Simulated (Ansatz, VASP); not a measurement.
# One calculation of Bi, two programs

```
Bi
1.0
    -4.25748    4.25748    1.54501
     4.25748   -4.25748    1.54501
     4.25748    4.25748   -1.54501
Bi
1
Direct
  0.00000 0.00000 0.00000
```

Change from the starting cell: strain +0.000 along x and y, +0.080 along z, atoms carried along.

Alike in both runs: task single point; functional PBE; dispersion D3(BJ); k mesh 10 × 10 × 10; occupations gaussian, width 0.05 eV; no spin polarisation.

|  | VASP | Ansatz |
| --- | --- | --- |
| version | VASP 6.6.1 | Ansatz 0.2.0 |
| potentials or method | VASP PAW PBE potentials, release 64 (Bi_d), cutoff 520 eV | scalar-relativistic, plane waves, PAW |
| valence electrons in the cell | 15 | 15 |

Ansatz gave:

```
gap on the k mesh at the Fermi level (eV)                     : none
pressure (GPa)                                                : -1.2
traceless stress, the component that is largest in VASP (GPa) : -1.87
```

Estimate VASP's values.

gap on the k mesh at the Fermi level (eV): none; pressure (GPa): -1.2; traceless stress, the component that is largest in VASP (GPa): -1.86.

A gap of «none» marks a metal or a gap that the smearing closes.

Neither program's run includes spin-orbit coupling.
